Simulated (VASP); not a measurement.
A run of VASP 6.6.1 is set up as follows.

INCAR

```
SYSTEM = In2O3
ALGO = Normal
EDIFF = 1E-7
ENCUT = 520
ISIF = 2
ISMEAR = 0
LASPH = .True.
LCHARG = .True.
LELF = .True.
LREAL = .False.
LVHAR = .True.
LWAVE = .False.
NBANDS = 55
NELM = 60
PREC = Accurate
SIGMA = 0.05
```

File KPOINTS:

```
k-points
0
Gamma
  6 6 6
  0 0 0
```

POSCAR

```
In2O3
1.0
    2.8401283398      1.6397488615      4.7907162542
   -2.8401283398      1.6397488615      4.7907162542
    0.0000000000     -3.2794977230      4.7907162542
In O
4 6
Direct
    0.3576778379      0.3576778379      0.3576778379
    0.1423221621      0.1423221621      0.1423221621
    0.6423221621      0.6423221621      0.6423221621
    0.8576778379      0.8576778379      0.8576778379
    0.5455327428      0.9544672572      0.2500000000
    0.2500000000      0.5455327428      0.9544672572
    0.9544672572      0.2500000000      0.5455327428
    0.4544672572      0.0455327428      0.7500000000
    0.7500000000      0.4544672572      0.0455327428
    0.0455327428      0.7500000000      0.4544672572
```

Potentials or basis: VASP PAW LDA potentials, release 64 (In_d, O).

Run with:

```bash
$ cat potpaw_LDA.64/In_d/POTCAR potpaw_LDA.64/O/POTCAR > POTCAR
$ mpirun -np 1 vasp_std > vasp.out
```

Problem. What does it give for the pressure?

Solution. -12.2 GPa.

Problem. Estimate the band gap on the k mesh.

Solution. 0.70 eV, indirect (least direct gap 0.88 eV).

Problem. Predict the largest force.

Solution. 0.081 eV/Å.

Stress tensor (GPa, compression positive):
```
-14.87   0.00   0.00
  0.00 -14.87   0.00
  0.00   0.00  -6.88
```

Caveat: the cell differs from its parent crystal (strain +0.040 along x and y, +0.000 along z); spin-orbit coupling is left out, which moves the levels of the heavy elements. A k mesh can miss the band edges.
